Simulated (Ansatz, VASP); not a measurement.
**Two plane-wave programs on BaTiO3**

The input INCAR:

```
PREC = Accurate
ENCUT = 520
EDIFF = 1E-6
ISMEAR = 0
SIGMA = 0.01
LREAL = F
LASPH = T
NELM = 60
ALGO = Normal
ISIF = 2
LWAVE = F
LCHARG = F
GGA = PS
IVDW = 13
NBANDS = 28
```

Contents of KPOINTS:

```
Automatic mesh
0
Gamma
  4 4 4
```

The input POSCAR:

```
BaTiO3
1.0
    2.8574700000      1.5884900000      2.3664400000
   -2.7608700000      1.5870200000      2.2496700000
    0.0470200000     -3.3027700000      2.3976500000
Ba Ti O
1 1 3
Direct
    0.9816000000      0.0107500000      0.9878300000
    0.4832136177      0.4867299876      0.5113308851
    0.5041000000      0.4895800000      0.0208700000
    0.0283200000      0.5017200000      0.5090800000
    0.5217800000      0.0261100000      0.4997500000
```

Input for Ansatz:

```yaml
crystal:
  lattice:
    - [2.85747, 1.58849, 2.36644]
    - [-2.76087, 1.58702, 2.24967]
    - [0.04702, -3.30277, 2.39765]
  atoms:
    - { symbol: Ba, position: [0.9816, 0.01075, 0.98783] }
    - { symbol: Ti, position: [0.4832136177278641, 0.4867299875996678, 0.5113308850585901] }
    - { symbol: O, position: [0.5041, 0.48958, 0.02087] }
    - { symbol: O, position: [0.02832, 0.50172, 0.50908] }
    - { symbol: O, position: [0.52178, 0.02611, 0.49975] }
basis:
  ecutwfc: 540.0
  xc_grid: 2
kpoints:
  mp_grid:
    grid: [4, 4, 4]
hamiltonian:
  xc: pbesol
  dispersion: d4
scf:
  convergence:
    dr2_threshold: 1.0e-09
  occupations:
    method: fixed
output:
  forces: true
  stress: true
```

Alike in both runs: task single point; functional PBEsol; dispersion D4; k mesh 4 × 4 × 4; no spin polarisation.

|  | VASP | Ansatz |
| --- | --- | --- |
| version | VASP 6.6.1 | Ansatz 0.2.0 |
| potentials or method | VASP PAW PBE potentials, release 64 (Ba_sv, Ti_sv, O), cutoff 520 eV | plane waves, PAW |
| occupations | gaussian, width 0.01 eV | fixed |
| valence electrons in the cell | 40 | 40 |

```tsv
	VASP	Ansatz	Ansatz less VASP
pressure (GPa)	0.8	-1.1	-1.92
traceless stress, the component that is largest in VASP (GPa)	5.06	4.93	-0.134
rms of the force components (eV/Å)	0.526	0.500	-0.0257
```

VASP's potentials were made for PBE, not for PBEsol. Atom by atom the forces differ by 0.044 eV/Å (rms over components). Ansatz's warnings: stress scf threshold loose.

Spin-orbit coupling is off throughout.
